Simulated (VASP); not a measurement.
A run of VASP 6.6.1:

File INCAR:

```
SYSTEM = As2Se
PREC = Accurate
ENCUT = 520
EDIFF = 1E-6
ISMEAR = 0
SIGMA = 0.1
LREAL = .FALSE.
LASPH = .TRUE.
NELM = 60
ALGO = Normal
ISIF = 2
LWAVE = .FALSE.
LCHARG = .FALSE.
GGA = PS
IVDW = 13
NBANDS = 25
```

Contents of KPOINTS:

```
regular mesh
0
G
  8 8 8
  0 0 0
```

The input POSCAR:

```
As2Se
1.0
   -3.4302197844      3.4302197844      2.6090939676
    3.4302197844     -3.4302197844      2.6090939676
    3.4302197844      3.4302197844     -2.6090939676
As Se
4 2
Direct
    0.8750000000      0.1250000000      0.7500000000
    0.3750000000      0.1250000000      0.2500000000
    0.8750000000      0.6250000000      0.7500000000
    0.8750000000      0.1250000000      0.2500000000
    0.5000000000      0.5000000000      0.0000000000
    0.2500000000      0.7500000000      0.5000000000
```

Potentials or basis: VASP PAW PBE potentials, release 64 (As, Se).

The run is started by

```console
$ cat potpaw_PBE.64/As/POTCAR potpaw_PBE.64/Se/POTCAR > POTCAR
$ mpirun -np 1 vasp_std > vasp.out
```

Hardware: 1 thread of Intel(R) Xeon(R) Platinum 8488C (Sapphire Rapids) (shared host).

Task: Estimate the wall time of this run.

Result: Wall time 2.9 min on 1 thread of Intel(R) Xeon(R) Platinum 8488C (Sapphire Rapids) (shared host), peak memory 0.34 GiB. Counts: scf iterations 11, k points 59.
